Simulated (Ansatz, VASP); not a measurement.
One calculation of TiAl, two programs

File INCAR:

```
SYSTEM = TiAl
PREC = Accurate ; ENCUT = 520
EDIFF = 1E-7 ; ISMEAR = 0
SIGMA = 0.15 ; LREAL = .False.
LASPH = .True. ; NELM = 60
ALGO = Fast ; ISIF = 2
LWAVE = .False. ; LCHARG = .True.
GGA = PS ; LELF = .True.
LVHAR = .True. ; NBANDS = 14
```

File KPOINTS:

```
regular mesh
0
Gamma
  21 21 12
  0 0 0
```

File POSCAR:

```
TiAl
1.0
    2.7694960644      0.0000000000      0.0000000000
   -1.3847480322      2.3984539475      0.0000000000
    0.0000000000      0.0000000000      4.4925796926
Ti Al
1 1
Direct
    0.0000000000      0.0000000000      0.0000000000
    0.3333333333      0.6666666667      0.5000000000
```

Input for Ansatz:

```yaml
crystal:
  lattice:
    - [2.7694960644, 0.0, 0.0]
    - [-1.3847480322, 2.3984539475, 0.0]
    - [0.0, 0.0, 4.4925796926]
  atoms:
    - { symbol: Ti, position: [0.0, 0.0, 0.0] }
    - { symbol: Al, position: [0.3333333333, 0.6666666667, 0.5] }
basis:
  ecutwfc: 520.0
kpoints:
  mp_grid: { grid: [21, 21, 12] }
hamiltonian:
  xc: pbesol
  pseudopotentials: { kind: paw, azcp: { folder: soft_1 } }
scf:
  occupations: { method: gaussian, width: 0.15 }
  lower_state_search: "off"
output:
  forces: true
  stress: true
  eigenvalues: true
```

Alike in both runs: task single point; functional PBEsol; k mesh 21 × 21 × 12; occupations gaussian, width 0.15 eV; no spin polarisation.

|  | VASP | Ansatz |
| --- | --- | --- |
| version | VASP 6.6.1 | Ansatz 0.2.0 |
| potentials or method | VASP PAW PBE potentials, release 64 (Ti_sv, Al), cutoff 520 eV | scalar-relativistic, plane waves, PAW |
| valence electrons in the cell | 15 | 15 |

Ansatz gave:

| Property | Result |
| --- | --- |
| gap on the k mesh at the Fermi level (eV) | none |
| pressure (GPa) | 11.0 |
| traceless stress, the component that is largest in VASP (GPa) | 1.28 |

Problem. Estimate VASP's values.

Solution. gap on the k mesh at the Fermi level (eV): none; pressure (GPa): 11.0; traceless stress, the component that is largest in VASP (GPa): 1.38.

VASP's potentials were made for PBE, not for PBEsol, and Ansatz warns of the same on its side. A gap of «none» marks a metal or a gap that the smearing closes.
